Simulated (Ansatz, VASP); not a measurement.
# C in VASP and in Ansatz

File INCAR:

```
SYSTEM = C
ALGO = Normal
EDIFF = 1E-6
ENCUT = 520
GGA = PE
ISIF = 2
ISMEAR = 0
LASPH = .True.
LCHARG = .False.
LREAL = .False.
LWAVE = .False.
NBANDS = 16
NELM = 80
PREC = Accurate
SIGMA = 0.15
```

File KPOINTS:

```
k-points
0
Gamma
  21 21 6
  0 0 0
```

The input POSCAR:

```
C
1.0
    1.3010079248     -2.0796997856      0.0000000000
    1.3010079248      2.0796997856      0.0000000000
    0.0000000000      0.0000000000      8.4773465957
C
4
Direct
    0.0833329406      0.9166670594      0.7503043452
    0.5833329406      0.4166670594      0.2496956548
    0.9166670594      0.0833329406      0.2496956548
    0.4166670594      0.5833329406      0.7503043452
```

Input for Ansatz:

```yaml
crystal:
  lattice:
    - [1.3010079248, -2.0796997856, 0.0]
    - [1.3010079248, 2.0796997856, 0.0]
    - [0.0, 0.0, 8.4773465957]
  atoms:
    - { symbol: C, position: [0.0833329406, 0.9166670594, 0.7503043452] }
    - { symbol: C, position: [0.5833329406, 0.4166670594, 0.2496956548] }
    - { symbol: C, position: [0.9166670594, 0.0833329406, 0.2496956548] }
    - { symbol: C, position: [0.4166670594, 0.5833329406, 0.7503043452] }
basis:
  ecutwfc: 520.0
kpoints:
  mp_grid: { grid: [21, 21, 6] }
hamiltonian:
  xc: pbe
  pseudopotentials: { kind: paw, azcp: { folder: soft_1 } }
scf:
  occupations: { method: gaussian, width: 0.15 }
output:
  forces: true
  stress: true
  eigenvalues: true
```

Change from the starting cell: volume 11.469 Å^3 an atom, stretch along a over the lengths across it, relative to the relaxed cell 1.0835.

Alike in both runs: task single point; functional PBE; k mesh 21 × 21 × 6; occupations gaussian, width 0.15 eV; no spin polarisation.

|  | VASP | Ansatz |
| --- | --- | --- |
| version | VASP 6.6.1 | Ansatz 0.2.0 |
| potentials or method | VASP PAW PBE potentials, release 64 (C), cutoff 520 eV | scalar-relativistic, plane waves, PAW |
| valence electrons in the cell | 16 | 16 |

```csv
,VASP,Ansatz,Ansatz less VASP
gap on the k mesh at the Fermi level (eV),0.71,0.71,-0.001
least direct gap on the mesh (eV),0.77,0.77,0.000
pressure (GPa),-6.6,-7.0,-0.32
"traceless stress, the component that is largest in VASP (GPa)",-30.09,-30.21,-0.117
rms of the force components (eV/Å),0.486,0.477,-0.0091
```

Atom by atom the forces differ by 0.009 eV/Å (rms over components). With one functional, cell and mesh, what is left measures potentials, basis and numerics.
